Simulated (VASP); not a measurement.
# Rh (Fd-3m) in VASP: notebook, part 2 of 2

VASP 6.6.1.

**5. Single point, r2SCAN (22.85 Å³/atom)**

This run uses another cell than the first one, of 22.85 Å³/atom.

File POSCAR:

```
Rh
1.0
    0.0000000000      2.8375834864      2.8375834864
    2.8375834864      0.0000000000      2.8375834864
    2.8375834864      2.8375834864      0.0000000000
Rh
2
Direct
    0.1250000000      0.1250000000      0.1250000000
    0.8750000000      0.8750000000      0.8750000000
```

File INCAR.step1:

```
ALGO = Normal
EDIFF = 1E-4
ENCUT = 520
GGA = PE
ISMEAR = -1
LASPH = T
LCHARG = F
LREAL = F
LWAVE = T
NBANDS = 22
NELM = 80
PREC = Accurate
SIGMA = 0.1
```

File INCAR.step2:

```
ALGO = Normal
EDIFF = 1E-6
ENCUT = 520
ISIF = 2
ISMEAR = -1
ISTART = 1
LASPH = T
LCHARG = F
LMIXTAU = T
LREAL = F
LWAVE = F
METAGGA = R2SCAN
NBANDS = 22
NELM = 80
PREC = Accurate
SIGMA = 0.1
```

File KPOINTS:

```
k-points
0
Gamma
  11 11 11
```

Potentials or basis: VASP PAW PBE potentials, release 64 (Rh_pv).

Run with:

```bash
$ cat potpaw_PBE.64/Rh_pv/POTCAR > POTCAR
$ cp INCAR.step1 INCAR
$ mpirun -np 1 vasp_std > vasp.out
$ cp INCAR.step2 INCAR
$ mpirun -np 1 vasp_std > vasp.out
```

OUTCAR:

```text
EDIFF = 1E-6
   ENCUT = 520
   ISIF = 2
   ISMEAR = -1
   ISTART = 1
   LASPH = T
   LREAL = F
   METAGGA = R2SCAN
   NELM = 80
   PREC = Accurate

 ion  position               nearest neighbor table
   1  0.125  0.125  0.125-   2 2.46   2 2.46   2 2.46   2 2.46
   2  0.875  0.875  0.875-   1 2.46   1 2.46   1 2.46   1 2.46

  LATTYP: Found a face centered cubic cell.
 ALAT       =     5.6751669728

  Lattice vectors:

 A1 = (   0.0000000000,   2.8375834864,   2.8375834864)
 A2 = (   2.8375834864,   0.0000000000,   2.8375834864)
 A3 = (   2.8375834864,   2.8375834864,   0.0000000000)

Analysis of symmetry for initial positions (statically):
=====================================================================
 Subroutine PRICEL returns:
 Original cell was already a primitive cell.

 Routine SETGRP: Setting up the symmetry group for a
 face centered cubic supercell.

 Subroutine GETGRP returns: Found 48 space group operations
 (whereof 12 operations were pure point group operations)
 out of a pool of 48 trial point group operations.

The static configuration has the point symmetry D_3d.
 The point group associated with its full space group is O_h .

Analysis of symmetry for dynamics (positions and initial velocities):
=====================================================================
 Subroutine PRICEL returns:
 Original cell was already a primitive cell.

 Routine SETGRP: Setting up the symmetry group for a
 face centered cubic supercell.

 Subroutine GETGRP returns: Found 48 space group operations
 (whereof 12 operations were pure point group operations)
 out of a pool of 48 trial point group operations.

The dynamic configuration has the point symmetry D_3d.
 The point group associated with its full space group is O_h .

 Subroutine INISYM returns: Found 48 space group operations
[... 110 lines left out ...]
   EMIN   =  10.00;   EMAX   =-10.00  energy-range for DOS
   EFERMI =   0.00;   METHOD = LEGACY
   ISMEAR =    -1;   SIGMA  =   0.10  broadening in eV -4-tet -1-fermi 0-gaus
   EFERMI_NEDOS =   21; number of points for ismear=-14 and -15
   IALGO  =     38    algorithm
   IMIX   =      4    mixing-type and parameters
     AMIX     =   0.40;   BMIX     =  1.00
     AMIX_MAG =   1.60;   BMIX_MAG =  1.00
  volume/ion in A,a.u.               =      22.85       154.19
  Fermi-wavevector in a.u.,A,eV,Ry     =   1.422842  2.688781 27.544705  2.024479
  Thomas-Fermi vector in A             =   2.543503
   LORBIT       =      0    0 simple, 1 ext, 2 COOP (PROOUT), +10 PAW based schemes
   METAGGA = R2SCAN    functional components
   LHFCALC =     F    Hartree Fock is set to
   AEXX    =    0.0000 exact exchange contribution
   IVDW    =     0    specifies the selected vdW correction
   LEPSILON=     F    determine dielectric tensor
   LRPA    =     F    only Hartree local field effects (RPA)
 non-spin polarized calculation
  energy-cutoff  :      520.00
  volume of cell :       45.70
 maximum number of plane-waves:      1247
 NGX is ok and might be reduce to    30
   NGX = 15   NGY = 15   NGZ = 15

 number of electron      29.9999995 magnetization

 Free energy of the ion-electron system (eV)
  ---------------------------------------------------
  ext. energy  EPLUGINS =         0.00000000
  ---------------------------------------------------
  free energy    TOTEN  =       -45.90236837 eV

  energy without entropy =      -45.77616756  energy(sigma->0) =      -45.83926797

 E-fermi :   5.2217     XC(G=0): -11.3044

 val. band max:        5.2190197173   @ k =  -0.4545   0.1818   0.0909
 cond. band min:       5.2501744204   @ k =  -0.1818   0.0909   0.0000
 fundamental gap:      0.0311547031
 Fermi energy:         5.2217297641

 k-point     1 :       0.0000    0.0000    0.0000
  band No.  band energies     occupation
      1     -43.0428      2.00000
      2     -43.0428      2.00000
      3     -43.0428      2.00000
      4     -42.5329      2.00000
      5     -42.5329      2.00000
      6     -42.5329      2.00000
[... 589 lines left out ...]
     21      16.5041      0.00000
     22      19.0480      0.00000

 [... further k-points ...]

------------------------ aborting loop because EDIFF is reached ----------------------------------------

  FORCE on cell =-STRESS in cart. coord.  units (eV):
  Direction    XX          YY          ZZ          XY          YZ          ZX
  --------------------------------------------------------------------------------------
  -------------------------------------------------------------------------------------
  Total       -3.3547866     -3.3547866     -3.3547866      0.0000000      0.0000000      0.0000000
  in kB     -117.6249734   -117.6249734   -117.6249734      0.0000000      0.0000000      0.0000000
  external PRESSURE =    -117.6249734 kB  Pullay stress =       0.0000000 kB

 VOLUME and BASIS-vectors are now :
 -----------------------------------------------------------------------------
  energy-cutoff  :      520.00
  volume of cell :       45.70
      direct lattice vectors                 reciprocal lattice vectors
     0.000000000  2.837583486  2.837583486    -0.176206269  0.176206269  0.176206269
     2.837583486  0.000000000  2.837583486     0.176206269 -0.176206269  0.176206269
     2.837583486  2.837583486  0.000000000     0.176206269  0.176206269 -0.176206269

 POSITION                                       TOTAL-FORCE (eV/Angst)
 -----------------------------------------------------------------------------------
      0.70940      0.70940      0.70940        -0.000000     -0.000000     -0.000000
      4.96577      4.96577      4.96577         0.000000      0.000000      0.000000
 -----------------------------------------------------------------------------------
    total drift:                               -0.000000      0.000000      0.000000

  FREE ENERGIE OF THE ION-ELECTRON SYSTEM (eV)
  ---------------------------------------------------
  free  energy   TOTEN  =       -45.9023683709 eV

  energy  without entropy=      -45.7761675597  energy(sigma->0) =      -45.83926797
```

OSZICAR.step1:

```text
N       E                     dE             d eps       ncg     rms          rms(c)
DAV:   1     0.309475850443E+03    0.30948E+03   -0.19101E+04  2504   0.143E+03
DAV:   2    -0.680404028636E+01   -0.31628E+03   -0.30404E+03  2632   0.432E+02
DAV:   3    -0.127095163820E+02   -0.59055E+01   -0.58639E+01  2782   0.688E+01
DAV:   4    -0.127544182512E+02   -0.44902E-01   -0.44898E-01  2892   0.597E+00
DAV:   5    -0.127551660723E+02   -0.74782E-03   -0.74782E-03  2826   0.768E-01    0.807E+00
DAV:   6    -0.122659074448E+02    0.48926E+00   -0.19600E+00  2734   0.128E+01    0.323E+00
DAV:   7    -0.122519163778E+02    0.13991E-01   -0.36908E-02  2590   0.189E+00    0.189E+00
DAV:   8    -0.122473818974E+02    0.45345E-02   -0.68747E-03  2746   0.866E-01    0.958E-02
DAV:   9    -0.122475015992E+02   -0.11970E-03   -0.31121E-04  2584   0.175E-01    0.388E-02
DAV:  10    -0.122475223875E+02   -0.20788E-04   -0.29066E-05  1454   0.518E-02
   1 F= -.12247522E+02 E0= -.12183280E+02  d E =-.128486E+00
```

Run time: 2.9 min. Hardware: 1 thread of Intel Xeon Platinum 8259CL at 2.50GHz (Skylake/Cascade Lake), shared host; peak memory 0.19 GiB.

Results:

- Free energy: -45.9024 eV
- Pressure: -11.8 GPa
- Band gap on the k mesh: zero (bands 15 and 16 overlap by 1.07 eV)

Levels at points of the mesh, in eV from the Fermi level:
| k point | band 13 | band 14 | band 15 | band 16 | band 17 | band 18 |
| --- | --- | --- | --- | --- | --- | --- |
| (0.00, 0.00, 0.00) | -1.29 | -1.29 | -1.29 | 0.24 | 0.24 | 12.60 |

Caveat: the cell stands under tension; the PAW data sets were made with another functional, which shifts forces and pressure a little.

**6. Overview**

```tsv
cell	gap on the mesh (eV)	pressure (GPa)
a = 3.864 Å, angles 60.0°, 2 atoms	none	0.5
a = 3.915 Å, angles 60.0°, 2 atoms	none	-4.7
a = 3.965 Å, angles 60.0°, 2 atoms	none	-8.7
a = 4.013 Å, angles 60.0°, 2 atoms	none	-11.8
```

Alike in all rows: task single point; level r2SCAN; potentials or basis VASP PAW PBE potentials, release 64 (Rh_pv); no spin polarisation; k mesh 11 × 11 × 11; cutoff (eV) 520; smearing fermi-dirac 0.1 eV.

Caveats: the PAW data sets were made with another functional, which shifts forces and pressure a little; the cell stands under tension (at least some runs).

Total energies depend on the potentials used, so only differences within one code and one set of settings carry meaning.
